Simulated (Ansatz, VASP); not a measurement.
**One calculation of NaH, two programs**

```
Na H
1.0
     2.93239    0.00000    0.00000
     0.00000    2.93239    0.00000
     0.00000    0.00000    2.93239
Na H
1 1
Direct
  0.00000 0.00000 0.00000
  0.50000 0.50000 0.50000
```

Alike in both runs: task single point; functional PBE-based screened hybrid; k mesh 4 × 4 × 4; no spin polarisation.

|  | VASP | Ansatz |
| --- | --- | --- |
| version | VASP 6.6.1 | Ansatz 0.2.0 |
| potentials or method | VASP PAW PBE potentials, release 64 (Na_pv, H) | plane waves |
| plane-wave cutoff (eV) | 520 | 420 |
| occupations | gaussian, width 0.01 eV | fixed |
| valence electrons in the cell | 8 | 10 |

|  | VASP | Ansatz | Ansatz less VASP |
| --- | --- | --- | --- |
| gap on the k mesh at the Fermi level (eV) | 2.82 | 2.82 | -0.003 |
| pressure (GPa) | -0.1 | -0.1 | +0.01 |

VASP's potentials were made for PBE, not for PBE-based screened hybrid. VASP's potentials hold 8 valence electrons a cell and Ansatz's 10, so a difference there can come from the potentials and not from the codes. Ansatz's warnings: stress exchange threshold loose, stress scf threshold loose.

The k mesh is coarse, so the values compare programs but aren't converged.
